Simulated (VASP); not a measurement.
# MgB2 (P6/mmm) in VASP: a series of runs, part 2 of 2

VASP 6.6.1. Earlier steps stand in the parts before.

## 4. Single point, RPBE+D4 (volume scaled by 0.98)

The input, INCAR:

```
SYSTEM = MgB2
ALGO = Normal
EDIFF = 1E-6
ENCUT = 520
GGA = RP
ISIF = 2
ISMEAR = 0
IVDW = 13
LASPH = .TRUE.
LCHARG = .FALSE.
LREAL = .FALSE.
LWAVE = .FALSE.
NBANDS = 11
NELM = 80
PREC = Accurate
SIGMA = 0.05
```

The input, KPOINTS:

```
k-points
0
G
  8 8 6
  0 0 0
```

The input, POSCAR:

```
MgB2
1.0
    3.0386287701      0.0000000000      0.0000000000
   -1.5193143850      2.6315297076      0.0000000000
    0.0000000000      0.0000000000      3.3918042535
Mg B
1 2
Direct
    0.0000000000      0.0000000000      0.0000000000
    0.3333333333      0.6666666667      0.5000000000
    0.6666666667      0.3333333333      0.5000000000
```

Potentials or basis: VASP PAW PBE potentials, release 64 (Mg, B).

Run with:

```bash
$ cat potpaw_PBE.64/Mg/POTCAR potpaw_PBE.64/B/POTCAR > POTCAR
$ mpirun -np 1 vasp_std > vasp.out
```

OUTCAR:

```text
SYSTEM = MgB2
   EDIFF = 1E-6
   ENCUT = 520
   GGA = RP
   ISIF = 2
   ISMEAR = 0
   IVDW = 13
   LASPH = .TRUE.
   LREAL = .FALSE.
   NELM = 80
   PREC = Accurate

 ion  position               nearest neighbor table
   1  0.000  0.000  0.000-   2 2.44   3 2.44   2 2.44   3 2.44   2 2.44   2 2.44   3 2.44   3 2.44
                             3 2.44   3 2.44   2 2.44   2 2.44
   2  0.333  0.667  0.500-   3 1.75   3 1.75   3 1.75   1 2.44   1 2.44   1 2.44   1 2.44   1 2.44
                             1 2.44
   3  0.667  0.333  0.500-   2 1.75   2 1.75   2 1.75   1 2.44   1 2.44   1 2.44   1 2.44   1 2.44
                             1 2.44

  LATTYP: Found a hexagonal cell.
 ALAT       =     3.0386287701
 C/A-ratio  =     1.1162285722

  Lattice vectors:

 A1 = (   3.0386287701,   0.0000000000,   0.0000000000)
 A2 = (  -1.5193143850,   2.6315297076,   0.0000000000)
 A3 = (   0.0000000000,   0.0000000000,   3.3918042535)

Analysis of symmetry for initial positions (statically):
=====================================================================
 Subroutine PRICEL returns:
 Original cell was already a primitive cell.

[... 185 lines left out ...]
      5       8.0819      0.00000
      6      12.2319      0.00000
      7      12.2319      0.00000
      8      14.2509      0.00000
      9      16.3334      0.00000
     10      19.0771      0.00000
     11      22.8136      0.00000
[... 309 lines left out ...]
 k-point    24 :       0.3750    0.0000    0.3333
  band No.  band energies     occupation
      1      -3.7308      2.00000
      2       0.3097      2.00000
      3       1.8188      2.00000
      4       4.0402      2.00000
      5       6.9894      0.00000
      6      11.5090      0.00000
      7      16.0319      0.00000
      8      16.0438      0.00000
      9      17.0128      0.00000
     10      19.7119      0.00000
     11      19.7557      0.00000

 [... further k-points ...]

------------------------ aborting loop because EDIFF is reached ----------------------------------------

  DFT-D4 for vdW energy calculation

  Edisp (eV):   -1.51892

  FORCE on cell =-STRESS in cart. coord.  units (eV):
  Direction    XX          YY          ZZ          XY          YZ          ZX
  --------------------------------------------------------------------------------------
  -------------------------------------------------------------------------------------
  Total       0.48754     0.48754     0.46276     0.00000     0.00000     0.00000
  in kB      28.80068    28.80068    27.33710     0.00000     0.00000     0.00000
  external pressure =       28.31 kB  Pullay stress =        0.00 kB

 VOLUME and BASIS-vectors are now :
 -----------------------------------------------------------------------------
  energy-cutoff  :      520.00
  volume of cell :       27.12
      direct lattice vectors                 reciprocal lattice vectors
     3.038628770  0.000000000  0.000000000     0.329095811  0.190003555  0.000000000
    -1.519314385  2.631529708  0.000000000     0.000000000  0.380007110  0.000000000
     0.000000000  0.000000000  3.391804254     0.000000000  0.000000000  0.294828335

 POSITION                                       TOTAL-FORCE (eV/Angst)
 -----------------------------------------------------------------------------------
      0.00000      0.00000      0.00000        -0.000000      0.000000      0.000000
     -0.00000      1.75435      1.69590         0.000000     -0.000000      0.000000
      1.51931      0.87718      1.69590        -0.000000      0.000000      0.000000
 -----------------------------------------------------------------------------------
    total drift:                                0.000000     -0.000000      0.000000

  FREE ENERGIE OF THE ION-ELECTRON SYSTEM (eV)
  ---------------------------------------------------
  free  energy   TOTEN  =       -15.9377070717 eV

  energy  without entropy=      -15.9355575443  energy(sigma->0) =      -15.93663231
```

stdout:

```text
POSCAR found type information on POSCAR MgB
 POSCAR found :  2 types and       3 ions
 scaLAPACK will be used
 -----------------------------------------------------------------------------
|                                                                             |
|                                                                             |
|     You enforced a specific xc type in the INCAR file but a different       |
|     I HOPE YOU KNOW WHAT YOU ARE DOING!                                     |
|                                                                             |
 -----------------------------------------------------------------------------

 LDA part: xc-table for (Slater+PW92), standard interpolation
 POSCAR, INCAR and KPOINTS ok, starting setup
 FFT: planning ... GRIDC
 FFT: planning ... GRID_SOFT
 FFT: planning ... GRID
 WAVECAR not read
 entering main loop
```

Wall time 16 s (1 thread of Intel Xeon Platinum 8259CL at 2.50GHz (Skylake/Cascade Lake), shared host); peak memory 0.14 GiB.

What came out:

| Item | Value |
| --- | --- |
| Free energy | -15.9377 eV |
| Pressure | 2.8 GPa |
| Band gap on the k mesh | zero (band 4 reaches 7.13 eV, above the bottom of band 5 at 4.29 eV) |
| Dispersion energy per atom | -0.506 eV |

Levels at points of the mesh, in eV from the Fermi level:
```
           k point  band 2  band 3  band 4  band 5  band 6  band 7
(0.00, 0.00, 0.00)   -2.83    0.29    0.29    2.21    6.36    6.36
(0.50, 0.00, 0.00)   -8.17   -2.34    0.34    3.38    3.84    5.98
(0.00, 0.00, 0.50)   -7.69    0.75    0.75    6.69    6.69    8.11
(0.50, 0.00, 0.50)   -7.15   -3.77   -2.01   -1.35    5.95    9.24
```

Caveat: the PAW data sets were made with another functional, which shifts forces and pressure a little; pairwise dispersion overbinds metals, which lowers pressure and volume.

## 5. The runs side by side

```csv
level,cell,gap on the mesh (eV),pressure (GPa)
PBE+D3(BJ),"a = 3.072, b = 3.072, c = 3.477 Å, angles 90.0, 90.0, 120.0°, 3 atoms",none,-3.2
RPBE+D4,"a = 3.055, b = 3.055, c = 3.424 Å, angles 90.0, 90.0, 120.0°, 3 atoms",none,-0.3
RPBE+D4,"a = 3.039, b = 3.039, c = 3.392 Å, angles 90.0, 90.0, 120.0°, 3 atoms",none,2.8
```

Alike in all rows: task single point; potentials or basis VASP PAW PBE potentials, release 64 (Mg, B); no spin polarisation; k mesh 8 × 8 × 6; cutoff (eV) 520; smearing gaussian 0.05 eV.

Caveats: pairwise dispersion overbinds metals, which lowers pressure and volume; the PAW data sets were made with another functional, which shifts forces and pressure a little (some runs).

Total energies depend on the potentials used, so only differences within one code and one set of settings carry meaning.
